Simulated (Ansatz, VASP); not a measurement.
# In: VASP beside Ansatz

INCAR

```
PREC = Accurate ; ENCUT = 500
EDIFF = 1E-6 ; ISMEAR = -1
SIGMA = 0.05 ; LREAL = F
LASPH = T ; NELM = 120
ALGO = Normal ; ISIF = 2
LWAVE = F ; LCHARG = F
GGA = PE ; NBANDS = 12
GGA_COMPAT = F
```

KPOINTS

```
Automatic mesh
0
Gamma
  12 12 14
```

POSCAR

```
In
1.0
   -1.6056495000      1.6303890000      2.4739500000
    1.6303890000     -1.6056495000      2.4739500000
    1.6219110000      1.6219110000     -2.4576885000
In
1
Direct
    0.0000000000      0.0000000000      0.0000000000
```

Input for Ansatz:

```yaml
crystal:
  lattice:
    - [-1.6056495, 1.630389, 2.47395]
    - [1.630389, -1.6056495, 2.47395]
    - [1.621911, 1.621911, -2.4576885]
  atoms:
    - { symbol: In, position: [0.0, 0.0, 0.0] }
kpoints:
  mp_grid: { grid: [12, 12, 14] }
  band_path:
    path:
      - [0.0, 0.0, 0.0]
      - [0.5, 0.5, -0.5]
      - [0.7811816041, 0.2188183959, -0.5]
      - [0.2188183959, -0.2188183959, -0.5]
      - [0.0, 0.0, -0.5]
      - [0.0, 0.0, 0.0]
      - [0.5, -0.5, 0.0]
      - [0.5, 0.0, -0.5]
      - [0.0, 0.0, 0.0]
    npoints: 5
scf:
  occupations: { method: fermi_dirac, width: 0.05 }
hamiltonian:
  xc: pbe
  pseudopotentials: { kind: all_electron, lapw: { basis_error: 0.001 } }
output:
  forces: true
  stress: true
  eigenvalues: true
```

Change from the starting cell: equal xy, yz and zx shear strains of +1 %.

Alike in both runs: task single point; functional PBE; k mesh 12 × 12 × 14; occupations fermi-dirac, width 0.05 eV; no spin polarisation.

|  | VASP | Ansatz |
| --- | --- | --- |
| version | VASP 6.6.1 | Ansatz 0.2.0 |
| potentials or method | VASP PAW PBE potentials, release 64 (In_d), cutoff 500 eV | all-electron LAPW, scalar-relativistic |

```csv
,VASP,Ansatz,Ansatz less VASP
pressure (GPa),2.0,2.1,+0.04
"traceless stress, the component that is largest in VASP (GPa)",-0.34,-0.34,0.000
```

Ansatz ran all-electron here, and VASP with PAW potentials.
